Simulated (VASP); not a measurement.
# PbSe in VASP: further runs

Runs on PbSe. Level: PBE. Tasks: single point.

All numbers are computed with VASP 6.6.1; they aren't measurements. Logs are shortened: lines on timing, memory, paths and dates and some standing lists are left out, and cuts for length are marked.

**1. The cell of the first run**

The typed cell holds 2 atoms: a = 4.328 Å, b = 4.328 Å, c = 4.328 Å, α = 60.00°, β = 60.00°, γ = 60.00°.

**2. Single point, PBE**

The input, INCAR:

```
ALGO = Normal
EDIFF = 1E-7
ENCUT = 520
GGA = PE
ISIF = 2
ISMEAR = 1
LASPH = True
LCHARG = False
LREAL = False
LWAVE = False
NBANDS = 17
NELM = 60
PREC = Accurate
SIGMA = 0.05
```

The input, KPOINTS:

```
k-points
0
Gamma
  12 12 12
```

The input, POSCAR:

```
PbSe
1.0
    0.0000000000      3.0606500000      3.0606500000
    3.0606500000      0.0000000000      3.0606500000
    3.0606500000      3.0606500000      0.0000000000
Pb Se
1 1
Direct
   -0.0022480000     -0.0031650000     -0.0006020000
    0.5030880000      0.4999950000      0.4926990000
```

Potentials or basis: VASP PAW PBE potentials, release 64 (Pb_d, Se).

Run with:

```
$ cat potpaw_PBE.64/Pb_d/POTCAR potpaw_PBE.64/Se/POTCAR > POTCAR
$ mpirun -np 1 vasp_std > vasp.out
```

OUTCAR:

```text
EDIFF = 1E-7
   ENCUT = 520
   GGA = PE
   ISIF = 2
   ISMEAR = 1
   LASPH = True
   LREAL = False
   NELM = 60
   PREC = Accurate

 ion  position               nearest neighbor table
   1  0.998  0.997  0.999-   2 3.03   2 3.05   2 3.06   2 3.06   2 3.07   2 3.09
   2  0.503  0.500  0.493-   1 3.03   1 3.05   1 3.06   1 3.06   1 3.07   1 3.09

  LATTYP: Found a face centered cubic cell.
 ALAT       =     6.1213000000

  Lattice vectors:

 A1 = (   0.0000000000,   3.0606500000,   3.0606500000)
 A2 = (   3.0606500000,   0.0000000000,   3.0606500000)
 A3 = (   3.0606500000,   3.0606500000,   0.0000000000)

Analysis of symmetry for initial positions (statically):
=====================================================================
 Subroutine PRICEL returns:
 Original cell was already a primitive cell.

 Routine SETGRP: Setting up the symmetry group for a
 face centered cubic supercell.

 Subroutine GETGRP returns: Found  1 space group operations
 (whereof  1 operations were pure point group operations)
 out of a pool of 48 trial point group operations.

The static configuration has the point symmetry C_1 .

Analysis of symmetry for dynamics (positions and initial velocities):
=====================================================================
 Subroutine PRICEL returns:
 Original cell was already a primitive cell.

 Routine SETGRP: Setting up the symmetry group for a
 face centered cubic supercell.

 Subroutine GETGRP returns: Found  1 space group operations
 (whereof  1 operations were pure point group operations)
 out of a pool of 48 trial point group operations.

The dynamic configuration has the point symmetry C_1 .

 Subroutine INISYM returns: Found  1 space group operations
 (whereof  1 operations are pure point group operations),
 and found     1 'primitive' translations

----------------------------------------------------------------------------------------

                                     Primitive cell

  volume of cell :      57.3418

  direct lattice vectors                    reciprocal lattice vectors
     0.000000000  3.060650000  3.060650000    -0.163363991  0.163363991  0.163363991
     3.060650000  0.000000000  3.060650000     0.163363991 -0.163363991  0.163363991
     3.060650000  3.060650000  0.000000000     0.163363991  0.163363991 -0.163363991

  length of vectors
     4.328412740  4.328412740  4.328412740     0.282954733  0.282954733  0.282954733

  position of ions in fractional coordinates (direct lattice)
[... 78 lines left out ...]
   NELM   =     60;   NELMIN=  2; NELMDL= -5     # of ELM steps
   EDIFF  = 0.1E-06   stopping-criterion for ELM
   LREAL  =      F    real-space projection
   EDIFFG = 0.1E-05   stopping-criterion for IOM
   NSW    =      0    number of steps for IOM
   IBRION =     -1    ionic relax: 0-MD 1-quasi-New 2-CG
   NFREE  =      0    steps in history (QN), initial steepest desc. (CG)
   ISIF   =      2    stress and relaxation
   ISYM   =      2    0-nonsym 1-usesym 2-fastsym
   POTIM  = 0.5000    time-step for ionic-motion
   TEBEG  =    0.0;   TEEND  =   0.0 temperature during run
   PSTRESS=    0.0 pullay stress
   NELECT =      20.0000    total number of electrons
   NUPDOWN=      -1.0000    fix difference up-down
   EMIN   =  10.00;   EMAX   =-10.00  energy-range for DOS
   EFERMI =   0.00;   METHOD = LEGACY
   ISMEAR =     1;   SIGMA  =   0.05  broadening in eV -4-tet -1-fermi 0-gaus
   EFERMI_NEDOS =   21; number of points for ismear=-14 and -15
   IALGO  =     38    algorithm
   IMIX   =      4    mixing-type and parameters
     AMIX     =   0.40;   BMIX     =  1.00
     AMIX_MAG =   1.60;   BMIX_MAG =  1.00
  volume/ion in A,a.u.               =      28.67       193.48
  Fermi-wavevector in a.u.,A,eV,Ry     =   1.152377  2.177676 18.068159  1.327972
  Thomas-Fermi vector in A             =   2.289028
   LORBIT       =      0    0 simple, 1 ext, 2 COOP (PROOUT), +10 PAW based schemes
   GGA     = PE    functional components
   LHFCALC =     F    Hartree Fock is set to
   AEXX    =    0.0000 exact exchange contribution
   IVDW    =     0    specifies the selected vdW correction
   LEPSILON=     F    determine dielectric tensor
   LRPA    =     F    only Hartree local field effects (RPA)
 non-spin polarized calculation
 Methfessel and Paxton  Order N= 1 SIGMA  =   0.05
  energy-cutoff  :      520.00
  volume of cell :       57.34
 maximum number of plane-waves:      1572
   NGX = 17   NGY = 17   NGZ = 17

 number of electron      19.9999999 magnetization

 Free energy of the ion-electron system (eV)
  ---------------------------------------------------
  ext. energy  EPLUGINS =         0.00000000
  ---------------------------------------------------
  free energy    TOTEN  =        -8.17710792 eV

  energy without entropy =       -8.17711479  energy(sigma->0) =       -8.17711021

 E-fermi :   5.1075     XC(G=0):  -9.5296

 val. band max:        5.0694983801   @ k =   0.5000   0.5000   0.5000
 cond. band min:       5.3637942683   @ k =   0.5000   0.5000   0.5000
 fundamental gap:      0.2942958883
 Fermi energy:         5.1075391339

 k-point     1 :       0.0000    0.0000    0.0000
  band No.  band energies     occupation
      1     -11.7674      2.00000
      2     -11.7672      2.00000
      3     -11.7672      2.00000
      4     -11.7633      2.00000
      5     -11.7633      2.00000
      6      -8.5251      2.00000
[... 457 lines left out ...]
      4     -11.7337      2.00000
      5     -11.7337      2.00000
      6      -7.4587      2.00000
[... 9 lines left out ...]
     16      15.2239      0.00000
     17      15.2434      0.00000

 [... further k-points ...]

------------------------ aborting loop because EDIFF is reached ----------------------------------------

  FORCE on cell =-STRESS in cart. coord.  units (eV):
  Direction    XX          YY          ZZ          XY          YZ          ZX
  --------------------------------------------------------------------------------------
  -------------------------------------------------------------------------------------
  Total        0.8694666      0.8678914      0.8780499      0.0002180     -0.0001951     -0.0006285
  in kB       24.2936330     24.2496229     24.5334591      0.0060909     -0.0054514     -0.0175606
  external PRESSURE =      24.3589050 kB  Pullay stress =       0.0000000 kB

 VOLUME and BASIS-vectors are now :
 -----------------------------------------------------------------------------
  energy-cutoff  :      520.00
  volume of cell :       57.34
      direct lattice vectors                 reciprocal lattice vectors
     0.000000000  3.060650000  3.060650000    -0.163363991  0.163363991  0.163363991
     3.060650000  0.000000000  3.060650000     0.163363991 -0.163363991  0.163363991
     3.060650000  3.060650000  0.000000000     0.163363991  0.163363991 -0.163363991

 POSITION                                       TOTAL-FORCE (eV/Angst)
 -----------------------------------------------------------------------------------
      6.10977      6.11258      6.10473        -0.007390     -0.002852      0.017741
      3.03829      3.04776      3.07009         0.007390      0.002852     -0.017741
 -----------------------------------------------------------------------------------
    total drift:                                0.000012      0.000005     -0.000066

  FREE ENERGIE OF THE ION-ELECTRON SYSTEM (eV)
  ---------------------------------------------------
  free  energy   TOTEN  =        -8.1771079234 eV

  energy  without entropy=       -8.1771147876  energy(sigma->0) =       -8.17711021
```

OSZICAR:

```text
N       E                     dE             d eps       ncg     rms          rms(c)
DAV:   1     0.157508993058E+03    0.15751E+03   -0.95499E+03 29648   0.120E+03
DAV:   2     0.317684079894E+01   -0.15433E+03   -0.14909E+03 31517   0.309E+02
DAV:   3    -0.818893489365E+01   -0.11366E+02   -0.11264E+02 37787   0.891E+01
DAV:   4    -0.845690499312E+01   -0.26797E+00   -0.26776E+00 36841   0.152E+01
DAV:   5    -0.846584058067E+01   -0.89356E-02   -0.89351E-02 42391   0.271E+00    0.277E+00
DAV:   6    -0.817888990284E+01    0.28695E+00   -0.70223E-01 45518   0.577E+00    0.157E+00
DAV:   7    -0.817402329708E+01    0.48666E-02   -0.12041E-01 35446   0.167E+00    0.854E-01
DAV:   8    -0.817746324430E+01   -0.34399E-02   -0.12966E-02 35881   0.125E+00    0.158E-01
DAV:   9    -0.817703943248E+01    0.42381E-03   -0.27123E-03 46620   0.516E-01    0.508E-02
DAV:  10    -0.817710076453E+01   -0.61332E-04   -0.22278E-04 34648   0.851E-02    0.187E-02
DAV:  11    -0.817710795950E+01   -0.71950E-05   -0.62948E-05 39646   0.790E-02    0.912E-03
DAV:  12    -0.817710790044E+01    0.59055E-07   -0.34272E-06 37522   0.125E-02    0.255E-03
DAV:  13    -0.817710792336E+01   -0.22916E-07   -0.15724E-07 34356   0.378E-03
   1 F= -.81771079E+01 E0= -.81771102E+01  d E =0.686420E-05
```

stdout:

```text
POSCAR found type information on POSCAR PbSe
 POSCAR found :  2 types and       2 ions
 scaLAPACK will be used
 LDA part: xc-table for (Slater+PW92), standard interpolation
 POSCAR, INCAR and KPOINTS ok, starting setup
 FFT: planning ... GRIDC
 FFT: planning ... GRID_SOFT
 FFT: planning ... GRID
 WAVECAR not read
 entering main loop
```

It took 7.7 min on 1 thread of Intel Xeon Platinum 8488C (Sapphire Rapids), shared host; peak memory 0.89 GiB.

What came out:

| Quantity | Value |
| --- | --- |
| Free energy | -8.1771 eV |
| Pressure | 2.4 GPa |
| Largest force | 0.019 eV/Å |
| Band gap on the k mesh | 0.29 eV |

Forces on the atoms (eV/Å):
```
Pb  -0.007 -0.003  0.018
Se   0.007  0.003 -0.018
```

Caveat: spin-orbit coupling is left out, which moves the levels of the heavy elements. A k mesh can miss the band edges.

**3. Single point, PBE, non-collinear spin, zero start, spin-orbit coupling**

This run uses another cell than the first one, of 29.24 Å³/atom.

The input, INCAR:

```
SYSTEM = PbSe
  PREC = Accurate
  ENCUT = 520
  EDIFF = 1E-7
  ISMEAR = -1
  SIGMA = 0.05
  LREAL = .FALSE.
  LASPH = .TRUE.
  NELM = 150
  ALGO = Normal
  ISIF = 2
  LWAVE = .FALSE.
  LCHARG = .FALSE.
  MAGMOM = 0 0 0 0 0 0
  LORBIT = 11
  LSORBIT = .TRUE.
  GGA_COMPAT = .FALSE.
  LORBMOM = .TRUE.
  GGA = PE
  NBANDS = 32
```

The input, KPOINTS:

```
regular mesh
0
G
  8 8 8
  0 0 0
```

The input, POSCAR:

```
PbSe
1.0
    0.0000000000      3.0809197960      3.0809197960
    3.0809197960      0.0000000000      3.0809197960
    3.0809197960      3.0809197960      0.0000000000
Pb Se
1 1
Direct
    0.0000000000      0.0000000000      0.0000000000
    0.5000000000      0.5000000000      0.5000000000
```

Potentials or basis: VASP PAW PBE potentials, release 64 (Pb_d, Se).

Run with:

```
$ cat potpaw_PBE.64/Pb_d/POTCAR potpaw_PBE.64/Se/POTCAR > POTCAR
$ mpirun -np 1 vasp_ncl > vasp.out
```

Wall time 42 s (1 thread of Intel Xeon 6975P-C (Granite Rapids), shared host); peak memory 0.34 GiB.

Results (log left out):

- Free energy: -8.6146 eV
- Pressure: 1.1 GPa
- Net moment: 0.00 μB per cell
- Valence electrons inside the program's atomic spheres: Pb 11.86; Se 3.80

Moments on the atoms (μB; x, y, z):
```
Pb  0.00 0.00 0.00
Se  0.00 0.00 0.00
```

(Part 1 of 2 ends here.)
